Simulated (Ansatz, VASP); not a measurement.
## Two plane-wave programs on CoO

```xyz
4
Lattice="3.1976 0.0000 0.0000 -1.5988 2.7692 0.0000 0.0000 0.0000 5.2287" Properties=species:S:1:pos:R:3 pbc="T T T"
Co    0.0000    0.0000    0.0182
Co    0.0000    1.8462    2.6319
O     0.0000    0.0000    1.9430
O     0.0000    1.8462    4.5571
```

Alike in both runs: task relaxation of cell and atoms; functional PBE; k mesh 6 × 6 × 4; occupations gaussian, width 0.1 eV; collinear spin; Hubbard terms Co d U = 3.32 eV.

|  | VASP | Ansatz |
| --- | --- | --- |
| version | VASP 6.6.1 | Ansatz 0.2.0 |
| potentials or method | VASP PAW PBE potentials, release 64 (Co, O), cutoff 600 eV | scalar-relativistic, plane waves, PAW |
| valence electrons in the cell | 30 | 46 |

|  | VASP | Ansatz | Ansatz less VASP |
| --- | --- | --- | --- |
| gap on the k mesh at the Fermi level, each at its own relaxed structure (eV) | 1.21 | 1.12 | -0.087 |
| net moment per atom (μB) | 0.00 | 0.00 | 0.000 |
| size of the moment on the site where the two differ most (μB) | 2.65 | 2.43 | -0.225 |
| relaxed volume (Å³/atom) | 12.22 | 12.37 | +0.150 |
| relaxed length of the cell vector where the two differ most in proportion (Å) | 5.267 | 5.295 | +0.0280 |

Site moments also hang on the region over which each program counts them. The programs project onto different local orbitals, so the same U acts differently, and such runs can settle in different states. VASP's potentials hold 30 valence electrons a cell and Ansatz's 46, so a difference there can come from the potentials and not from the codes.
